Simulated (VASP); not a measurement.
# BeSe (F-43m) in VASP: G0W0 quasiparticle levels with PBE

Aim: the G0W0 quasiparticle levels of BeSe with PBE.

All numbers are computed with VASP 6.6.1; they aren't measurements. Logs are shortened: lines on timing, memory, paths and dates and some standing lists are left out, and cuts for length are marked.

## Step 1: The cell of the first run

Symmetry: F-43m, No. 216, cubic system. The conventional cell has a = 5.162 Å, b = 5.162 Å, c = 5.162 Å, α = 90.00°, β = 90.00°, γ = 90.00°. Be (site symmetry -43m) has 4 Se at 2.24 Å within 3.0 Å. Within 3.0 Å of Se (site symmetry -43m) lie 4 Be at 2.24 Å.

## Step 2: G0W0 quasiparticle levels, PBE

File POSCAR:

```
BeSe
1.0
    0.0000000000      2.5810353763      2.5810353763
    2.5810353763      0.0000000000      2.5810353763
    2.5810353763      2.5810353763      0.0000000000
Be Se
1 1
Direct
    0.0000000000      0.0000000000      0.0000000000
    0.2500000000      0.2500000000      0.2500000000
```

File INCAR.step1:

```
PREC     = Accurate       # precision mode
ENCUT    = 500            # plane-wave cutoff, eV
EDIFF    = 1E-8           # SCF threshold, eV
ISMEAR   = 0              # smearing method
SIGMA    = 0.01           # smearing width, eV
LREAL    = F              # projectors in reciprocal space
LASPH    = T              # aspherical terms in the spheres
NELM     = 100            # most SCF steps
ALGO     = Normal         # electronic algorithm
LWAVE    = T              # write WAVECAR
LCHARG   = F              # write CHGCAR
GGA      = PE             # functional
```

File INCAR.step2:

```
PREC     = Accurate       # precision mode
ENCUT    = 500            # plane-wave cutoff, eV
EDIFF    = 1E-8           # SCF threshold, eV
ISMEAR   = 0              # smearing method
SIGMA    = 0.01           # smearing width, eV
LREAL    = F              # projectors in reciprocal space
LASPH    = T              # aspherical terms in the spheres
NELM     = 1              # most SCF steps
ALGO     = Exact          # electronic algorithm
LWAVE    = T              # write WAVECAR
LCHARG   = F              # write CHGCAR
GGA      = PE             # functional
NBANDS   = 34             # bands
LOPTICS  = T              # frequency-dependent dielectric function
ISTART   = 1
```

File INCAR.step3:

```
PREC     = Accurate       # precision mode
ENCUT    = 500            # plane-wave cutoff, eV
EDIFF    = 1E-8           # SCF threshold, eV
ISMEAR   = 0              # smearing method
SIGMA    = 0.01           # smearing width, eV
LREAL    = F              # projectors in reciprocal space
LASPH    = T              # aspherical terms in the spheres
ALGO     = EVGW0          # electronic algorithm
LWAVE    = F              # write WAVECAR
LCHARG   = F              # write CHGCAR
GGA      = PE             # functional
NELMGW   = 1            
NBANDS   = 34             # bands
ENCUTGW  = 60             # cutoff of the response function
NOMEGA   = 48             # frequency points
PRECFOCK = Fast         
ISTART   = 1            
NBANDSGW = 12
```

File KPOINTS:

```
regular mesh
0
Gamma
  4 4 4
```

Potentials or basis: VASP PAW PBE potentials, release 64 (Be_GW, Se_GW).

On the command line:

```console
$ cat potpaw_PBE.64/Be_GW/POTCAR potpaw_PBE.64/Se_GW/POTCAR > POTCAR
$ cp INCAR.step1 INCAR
$ mpirun -np 1 vasp_std > vasp.out
$ cp INCAR.step2 INCAR
$ mpirun -np 1 vasp_std > vasp.out
$ cp INCAR.step3 INCAR
$ mpirun -np 1 vasp_std > vasp.out
```

OUTCAR:

```text
PREC = Accurate
   ENCUT = 500
   EDIFF = 1E-8
   ISMEAR = 0
   LREAL = F
   LASPH = T
   GGA = PE
   NELMGW = 1
   ENCUTGW = 60
   PRECFOCK = Fast
   ISTART = 1

 ion  position               nearest neighbor table
   1  0.000  0.000  0.000-   2 2.24   2 2.24   2 2.24   2 2.24
   2  0.250  0.250  0.250-   1 2.24   1 2.24   1 2.24   1 2.24

  LATTYP: Found a face centered cubic cell.
 ALAT       =     5.1620707526

  Lattice vectors:

 A1 = (   0.0000000000,   2.5810353763,   2.5810353763)
 A2 = (   2.5810353763,   0.0000000000,   2.5810353763)
 A3 = (   2.5810353763,   2.5810353763,   0.0000000000)

Analysis of symmetry for initial positions (statically):
=====================================================================
 Subroutine PRICEL returns:
 Original cell was already a primitive cell.

 Routine SETGRP: Setting up the symmetry group for a
 face centered cubic supercell.

 Subroutine GETGRP returns: Found 24 space group operations
 (whereof 24 operations were pure point group operations)
 out of a pool of 48 trial point group operations.

The static configuration has the point symmetry T_d .

Analysis of symmetry for dynamics (positions and initial velocities):
=====================================================================
 Subroutine PRICEL returns:
 Original cell was already a primitive cell.

 Routine SETGRP: Setting up the symmetry group for a
 face centered cubic supercell.

 Subroutine GETGRP returns: Found 24 space group operations
 (whereof 24 operations were pure point group operations)
 out of a pool of 48 trial point group operations.

The dynamic configuration has the point symmetry T_d .

 Subroutine INISYM returns: Found 24 space group operations
 (whereof 24 operations are pure point group operations),
 and found     1 'primitive' translations

----------------------------------------------------------------------------------------

                                     Primitive cell

  volume of cell :      34.3884

  direct lattice vectors                    reciprocal lattice vectors
     0.000000000  2.581035376  2.581035376    -0.193720708  0.193720708  0.193720708
     2.581035376  0.000000000  2.581035376     0.193720708 -0.193720708  0.193720708
     2.581035376  2.581035376  0.000000000     0.193720708  0.193720708 -0.193720708

  length of vectors
     3.650135234  3.650135234  3.650135234     0.335534108  0.335534108  0.335534108

  position of ions in fractional coordinates (direct lattice)
     0.000000000  0.000000000  0.000000000
     0.250000000  0.250000000  0.250000000

  ion indices of the primitive-cell ions
   primitive index   ion index
                 1           1
                 2           2

----------------------------------------------------------------------------------------

 KPOINTS: regular mesh

Automatic generation of k-mesh.
 Grid dimensions read from file:
 generate k-points for:    4    4    4

 Generating k-lattice:

  Cartesian coordinates                     Fractional coordinates (reciprocal lattice)
    -0.048430177  0.048430177  0.048430177     0.250000000  0.000000000  0.000000000
     0.048430177 -0.048430177  0.048430177     0.000000000  0.250000000  0.000000000
     0.048430177  0.048430177 -0.048430177     0.000000000  0.000000000  0.250000000

  Length of vectors
     0.083883527  0.083883527  0.083883527

  Shift w.r.t. Gamma in fractional coordinates (k-lattice)
     0.000000000  0.000000000  0.000000000

 Subroutine IBZKPT returns following result:
 ===========================================

 Found      8 irreducible k-points:

 Following reciprocal coordinates:
            Coordinates               Weight
  0.000000  0.000000  0.000000      1.000000
  0.250000  0.000000  0.000000      8.000000
  0.500000  0.000000  0.000000      4.000000
  0.250000  0.250000  0.000000      6.000000
  0.500000  0.250000  0.000000     24.000000
 -0.250000  0.250000  0.000000     12.000000
  0.500000  0.500000  0.000000      3.000000
 -0.250000  0.500000  0.250000      6.000000
   k-points           NKPTS =      8   k-points in BZ     NKDIM =     64   number of bands    NBANDS=     34
   number of dos      NEDOS =    301   number of ions     NIONS =      2
   total plane-waves  NPLWV =  21952
   dimension x,y,z NGX =    28 NGY =   28 NGZ =   28
   dimension x,y,z NGXF=    56 NGYF=   56 NGZF=   56
   ions per type =               1   1
   NGX,Y,Z   is equivalent  to a cutoff of  12.75, 12.75, 12.75 a.u.
   NGXF,Y,Z  is equivalent  to a cutoff of  25.51, 25.51, 25.51 a.u.
 SYSTEM =  unknown system
   PREC   = accura    normal or accurate (medium, high low for compatibility)
   ISTART =      1    job   : 0-new  1-cont  2-samecut
   ICHARG =      0    charge: 1-file 2-atom 10-const
   ISPIN  =      1    spin polarized calculation?
   LNONCOLLINEAR =      F non collinear calculations
   LSORBIT =      F    spin-orbit coupling
   LASPH  =      T    aspherical Exc in radial PAW
   ENCUT  =  500.0 eV  36.75 Ry    6.06 a.u.   6.66  6.66  6.66*2*pi/ulx,y,z
   NELM   =     60;   NELMIN=  2; NELMDL=  0     # of ELM steps
   EDIFF  = 0.1E-07   stopping-criterion for ELM
   LREAL  =      F    real-space projection
   EDIFFG = 0.1E-06   stopping-criterion for IOM
   NSW    =      0    number of steps for IOM
   IBRION =     -1    ionic relax: 0-MD 1-quasi-New 2-CG
   NFREE  =      0    steps in history (QN), initial steepest desc. (CG)
   ISIF   =      0    stress and relaxation
   ISYM   =      3    0-nonsym 1-usesym 2-fastsym
   POTIM  = 0.5000    time-step for ionic-motion
   TEBEG  =    0.0;   TEEND  =   0.0 temperature during run
   PSTRESS=    0.0 pullay stress
   NELECT =       8.0000    total number of electrons
   NUPDOWN=      -1.0000    fix difference up-down
   EMIN   =  10.00;   EMAX   =-10.00  energy-range for DOS
   EFERMI =   0.00;   METHOD = LEGACY
   ISMEAR =     0;   SIGMA  =   0.01  broadening in eV -4-tet -1-fermi 0-gaus
   EFERMI_NEDOS =   21; number of points for ismear=-14 and -15
   IALGO  =     38    algorithm
   IMIX   =      4    mixing-type and parameters
     AMIX     =   0.40;   BMIX     =  1.00
     AMIX_MAG =   1.60;   BMIX_MAG =  1.00
  volume/ion in A,a.u.               =      17.19       116.03
  Fermi-wavevector in a.u.,A,eV,Ry     =   1.006856  1.902683 13.793040  1.013760
  Thomas-Fermi vector in A             =   2.139625
   LORBIT       =      0    0 simple, 1 ext, 2 COOP (PROOUT), +10 PAW based schemes
   GGA     = PE    functional components
   LHFCALC =     T    Hartree Fock is set to
   PRECFOCK=fast      Normal, Fast or Accurate (Low or Medium for compatibility)
   ENCUT4O =  -1.0   cutoff for four orbital integrals eV
   NKREDX  =     1    reduce k-point grid by
   NKREDY  =     1    reduce k-point grid by
   NKREDZ  =     1    reduce k-point grid by
   AEXX    =    1.0000 exact exchange contribution
   HFSCREEN=    0.0000 screening length (either q_TF or 0.3 A-1)
   HFSCREENC=   0.0000 screening length for correlation (either q_TF or 0.3 A-1)
   ENCUTFOCK=  -1.0 apply spherical cutoff to Coloumb kernel
   IVDW    =     0    specifies the selected vdW correction
   LEPSILON=     F    determine dielectric tensor
   LRPA    =     F    only Hartree local field effects (RPA)
   LRPAFORCE           =     F    calculate RPA forces
   ENCUTGW             =  60.0    cutoff for response function in eV
   ENCUTGWSOFT         =  48.0    soft cutoff for Coulomb kernel in GW response function in eV
   ENCUTLF             =  -1.0    cutoff for local field effects
   NELMGW              =     1    number of iterations in solving QP/BSE equation
   NELMHF              =     1    number of iterations in the inner HF iteration
   NKREDLFX            =     1    NKREDLFY  =   1   NKREDLFZ  =   1
 non-spin polarized calculation
 Gauss-broadening in eV      SIGMA  =   0.01
  energy-cutoff  :      500.00
  volume of cell :       34.39
 maximum number of plane-waves:       893
 NGX is ok and might be reduce to    28
  NGX = 16; NGY = 16; NGZ = 16
   NGX = 13   NGY = 13   NGZ = 13
 maximum number of plane-waves:        43
 NGX is ok and might be reduce to    10

 QP shifts <psi_nk| G(iteration)W_0 |psi_nk>: iteration 1
 for sc-GW calculations column KS-energies equals QP-energies in previous step
 and V_xc(KS)=  KS-energies - (<T + V_ion + V_H > + <T+V_H+V_ion>^1  + <V_x>^1)

 k-point   1 :       0.0000    0.0000    0.0000
  band No.  KS-energies  QP-energies   sigma(KS)   V_xc(KS)     V^pw_x(r,r')   Z            occupation Imag(sigma)

      1     -10.7853     -11.4135     -13.0403     -12.1896     -20.0696       0.7384       2.0000       1.4131
      2       2.9490       2.5965     -12.9517     -12.5092     -15.0635       0.7966       2.0000       0.0716
      3       2.9490       2.5965     -12.9517     -12.5092     -15.0635       0.7966       2.0000       0.0716
      4       2.9490       2.5965     -12.9517     -12.5092     -15.0635       0.7966       2.0000       0.0716
      5       7.2116       8.0253      -8.9610      -9.9842      -5.0324       0.7952       0.0000      -0.0925
      6       7.9437       8.7491      -8.7853      -9.8061      -4.8453       0.7891       0.0000      -0.0932
      7       7.9437       8.7491      -8.7853      -9.8061      -4.8453       0.7891       0.0000      -0.0932
      8       7.9437       8.7491      -8.7853      -9.8061      -4.8453       0.7891       0.0000      -0.0932
      9      14.9022      15.1850      -7.8957      -8.2700      -2.3691       0.7556       0.0000      -0.3498
     10      15.4258      16.2313      -8.9494      -9.9903      -4.2431       0.7739       0.0000      -0.2548
     11      15.4258      16.2313      -8.9494      -9.9903      -4.2431       0.7739       0.0000      -0.2548
     12      17.4599      17.8341      -7.5890      -8.0719      -2.1315       0.7749       0.0000      -0.4490

 k-point   2 :       0.2500    0.0000    0.0000
  band No.  KS-energies  QP-energies   sigma(KS)   V_xc(KS)     V^pw_x(r,r')   Z            occupation Imag(sigma)

      1     -10.2226     -10.7254     -13.0933     -12.4111     -20.0360       0.7370       2.0000       1.3129
      2      -0.4259      -1.0957     -12.0397     -11.1685     -14.8055       0.7689       2.0000       0.1085
      3       2.3309       1.9193     -12.7171     -12.1978     -14.8995       0.7926       2.0000       0.0741
      4       2.3309       1.9193     -12.7171     -12.1978     -14.8995       0.7926       2.0000       0.0741
      5       7.3767       8.1193      -8.8502      -9.7882      -4.9755       0.7917       0.0000      -0.0910
      6       8.8313       9.6577      -8.8971      -9.9532      -4.7962       0.7825       0.0000      -0.1048
      7       8.8313       9.6577      -8.8971      -9.9532      -4.7962       0.7825       0.0000      -0.1048
      8      11.2023      12.0982      -9.4175     -10.5885      -4.9146       0.7650       0.0000      -0.1544
      9      14.1885      14.8255      -8.4832      -9.2994      -3.7881       0.7805       0.0000      -0.2368
     10      14.1885      14.8255      -8.4832      -9.2994      -3.7881       0.7805       0.0000      -0.2368
     11      14.9558      15.2531      -7.6014      -7.9907      -2.2368       0.7634       0.0000      -0.3402
     12      17.7922      18.2919      -7.9539      -8.6091      -2.2655       0.7628       0.0000      -0.5600
[... 68 lines left out ...]
      1      -9.0115      -9.2866     -13.4399     -13.0642     -20.0900       0.7322       2.0000       1.0684
      2      -2.0859      -2.9303     -11.9589     -10.8202     -15.4291       0.7416       2.0000       0.1667
      3       0.3228      -0.2990     -12.2517     -11.4491     -14.9032       0.7748       2.0000       0.0968
      4       0.3228      -0.2990     -12.2517     -11.4491     -14.9032       0.7748       2.0000       0.0968
      5       5.5790       5.9921      -8.0019      -8.5145      -4.4148       0.8058       0.0000      -0.0764
      6       7.1435       7.6588      -8.5231      -9.1685      -4.8117       0.7984       0.0000      -0.0845
      7      14.5581      15.6012      -9.5092     -10.9331      -3.8693       0.7326       0.0000      -0.3407
      8      14.5581      15.6012      -9.5092     -10.9331      -3.8693       0.7326       0.0000      -0.3407
      9      17.4416      18.3050      -9.6973     -10.8510      -4.0327       0.7483       0.0000      -0.5761
     10      17.6151      18.5320      -8.4701      -9.6831      -2.5437       0.7559       0.0000      -0.5759
     11      19.2190      19.9838      -9.0389     -10.0181      -3.7289       0.7809       0.0000      -0.6412
     12      19.2190      19.9838      -9.0389     -10.0181      -3.7289       0.7809       0.0000      -0.6412

 k-point   8 :      -0.2500    0.5000    0.2500
  band No.  KS-energies  QP-energies   sigma(KS)   V_xc(KS)     V^pw_x(r,r')   Z            occupation Imag(sigma)

      1      -8.9773      -9.2465     -13.4761     -13.1067     -20.1197       0.7290       2.0000       1.0489
      2      -1.4292      -2.2281     -12.1391     -11.0715     -15.4160       0.7483       2.0000       0.1421
      3      -0.8104      -1.5447     -11.8432     -10.8806     -14.6962       0.7628       2.0000       0.1161
      4      -0.3054      -0.9774     -11.7068     -10.8361     -14.3099       0.7717       2.0000       0.1019
      5       9.0761       9.6421      -8.8432      -9.5569      -4.9986       0.7931       0.0000      -0.1020
      6      10.0153      10.8530      -8.5973      -9.6872      -3.9035       0.7687       0.0000      -0.1380
      7      10.3086      10.9419      -8.3425      -9.1501      -4.0395       0.7841       0.0000      -0.1181
      8      10.8922      11.8121      -9.6387     -10.8396      -5.1704       0.7660       0.0000      -0.1487
      9      16.2086      17.0929      -9.5707     -10.7628      -3.9460       0.7418       0.0000      -0.4778
     10      16.4465      17.4343      -9.0992     -10.4125      -3.5936       0.7522       0.0000      -0.4187
     11      18.9130      19.8490      -8.8914     -10.1144      -3.2875       0.7653       0.0000      -0.5839
     12      19.7843      20.5217      -8.6947      -9.6250      -3.0492       0.7926       0.0000      -0.8254
```

It took 26 s on 1 thread of AMD EPYC 9R45 (Zen 5), shared host; peak memory 0.27 GiB.

Results:

- Band gap on the k mesh, mean-field level: 2.63 eV, indirect (least direct gap 4.26 eV)
- Quasiparticle gap: 3.40 eV
- Least direct quasiparticle gap: 5.43 eV

Levels at points of the mesh, in eV from the valence-band top:
```
           k point  band 1  band 2  band 3  band 4  band 5  band 6  band 7  band 8
(0.00, 0.00, 0.00)  -13.73    0.00    0.00    0.00    4.26    4.99    4.99    4.99
(0.50, 0.00, 0.00)  -12.41   -5.65   -1.06   -1.06    4.28    5.95    5.95    9.97
(0.50, 0.50, 0.00)  -11.96   -5.03   -2.63   -2.63    2.63    4.19   11.61   11.61
```

Caveat: the k points lie up to 0.53 Å⁻¹ apart; bands, screening cutoff and mesh are small and nothing is extrapolated, so the quasiparticle values aren't converged.
